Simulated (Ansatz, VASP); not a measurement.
**Cs in VASP and in Ansatz**

```
CELL_PARAMETERS angstrom
7.27976 -0.11930 -0.10635
-1.79036 8.13597 -0.25021
1.05007 1.88600 7.14309
ATOMIC_POSITIONS crystal
Cs 0.60072 0.15302 0.26088
Cs 0.34233 0.62308 0.93706
Cs 0.91014 0.68577 0.47093
```

Alike in both runs: functional PBE; k mesh 4 × 2 × 4; occupations gaussian, width 0.1 eV; no spin polarisation.

Ansatz relaxed the structure, and its values are those at the end. VASP's run is a single point on that final structure, the one shown.

|  | VASP | Ansatz |
| --- | --- | --- |
| version | VASP 6.6.1 | Ansatz 0.2.0 |
| potentials or method | VASP PAW PBE potentials, release 64 (Cs_sv), cutoff 520 eV | scalar-relativistic, plane waves, PAW |
| valence electrons in the cell | 27 | 27 |

```csv
,VASP,Ansatz,Ansatz less VASP
gap on the k mesh at the Fermi level (eV),none,none,-
pressure (GPa),0.0,0.0,+0.01
rms of the force components (eV/Å),0.008,0.008,-0.0001
```

A gap of «none» marks a metal or a gap that the smearing closes.

The k mesh is coarse, so the values compare programs but aren't converged. Spin-orbit coupling is off throughout.
